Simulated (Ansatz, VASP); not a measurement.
One calculation of ZnO, two programs

```
CELL_PARAMETERS angstrom
3.38063 0.00000 0.00000
-1.69032 2.92772 0.00000
0.00000 0.00000 6.74489
ATOMIC_POSITIONS crystal
Zn 0.00000 0.00000 0.75000
Zn 0.00000 0.00000 0.25000
O 0.33333 0.66667 0.25000
O 0.66667 0.33333 0.75000
```

Alike in both runs: task single point; functional PBEsol; k mesh 12 × 12 × 4; occupations gaussian, width 0.05 eV; no spin polarisation.

```csv
,VASP,Ansatz
version,VASP 6.6.1,Ansatz 0.2.0
potentials or method,"VASP PAW PBE potentials, release 64 (Zn, O), cutoff 520 eV","scalar-relativistic, plane waves, PAW"
valence electrons in the cell,36,36
```

VASP gave:

* gap on the k mesh at the Fermi level (eV): 0.61
* least direct gap on the mesh (eV): 0.61
* pressure (GPa): -10.3
* traceless stress, the component that is largest in VASP (GPa): 9.35

Question: Estimate Ansatz's values.

Answer: gap on the k mesh at the Fermi level (eV): 0.62; least direct gap on the mesh (eV): 0.62; pressure (GPa): -10.8; traceless stress, the component that is largest in VASP (GPa): 9.97.

VASP's potentials were made for PBE, not for PBEsol.
